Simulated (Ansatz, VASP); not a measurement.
**One calculation of Ge, two programs**

```
CELL_PARAMETERS angstrom
4.18045 0.00000 0.00000
-2.09022 3.62037 0.00000
0.00000 0.00000 12.61533
ATOMIC_POSITIONS crystal
Ge 0.00000 0.00000 0.39834
Ge 0.00000 0.00000 0.60166
Ge 0.00000 0.00000 0.89834
Ge 0.00000 0.00000 0.10166
Ge 0.33333 0.66667 0.34420
Ge 0.66667 0.33333 0.65580
Ge 0.66667 0.33333 0.84420
Ge 0.33333 0.66667 0.15580
```

Alike in both runs: task single point; functional PBE; k mesh 15 × 15 × 4; occupations gaussian, width 0.15 eV; no spin polarisation.

|  | VASP | Ansatz |
| --- | --- | --- |
| version | VASP 6.6.1 | Ansatz 0.2.0 |
| potentials or method | VASP PAW PBE potentials, release 64 (Ge_d), cutoff 520 eV | scalar-relativistic, plane waves, PAW |
| valence electrons in the cell | 112 | 112 |

VASP gave:

```
gap on the k mesh at the Fermi level (eV)                     : none
pressure (GPa)                                                : 0.4
traceless stress, the component that is largest in VASP (GPa) : 5.78
rms of the force components (eV/Å)                            : 0.509
```

Task: Which values does Ansatz return?

Result: gap on the k mesh at the Fermi level (eV): none; pressure (GPa): 0.5; traceless stress, the component that is largest in VASP (GPa): 5.78; rms of the force components (eV/Å): 0.510.

Atom by atom the forces differ by 0.002 eV/Å (rms over components). A gap of «none» marks a metal or a gap that the smearing closes.
